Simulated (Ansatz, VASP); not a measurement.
Two plane-wave programs on La3LuO2

```
La Lu O
1.0
     3.69945    0.00000    0.00000
    -1.84973    3.20382    0.00000
     0.00000    0.00000   12.03519
La Lu O
3 1 2
Direct
  0.00000 0.00000 0.50000
  0.66667 0.33333 0.25563
  0.33333 0.66667 0.74437
  0.00000 0.00000 0.00000
  0.66667 0.33333 0.61760
  0.33333 0.66667 0.38240
```

Change from the starting cell: species swapped into the Li3NdSb2 type (P-3m1, No. 164).

Alike in both runs: functional PBE; k mesh 12 × 12 × 4; occupations gaussian, width 0.1 eV; no spin polarisation.

Ansatz relaxed the structure, and its values are those at the end. VASP's run is a single point on that final structure, the one shown.

|  | VASP | Ansatz |
| --- | --- | --- |
| version | VASP 6.6.1 | Ansatz 0.2.0 |
| potentials or method | VASP PAW PBE potentials, release 64 (La, Lu, O), cutoff 520 eV | scalar-relativistic, plane waves, PAW |
| valence electrons in the cell | 70 | 70 |

```tsv
	VASP	Ansatz	Ansatz less VASP
gap on the k mesh at the Fermi level (eV)	none	none	-
pressure (GPa)	-0.1	0.0	+0.11
rms of the force components (eV/Å)	0.003	0.002	-0.0011
```

A gap of «none» marks a metal or a gap that the smearing closes.

Neither program's run includes spin-orbit coupling.
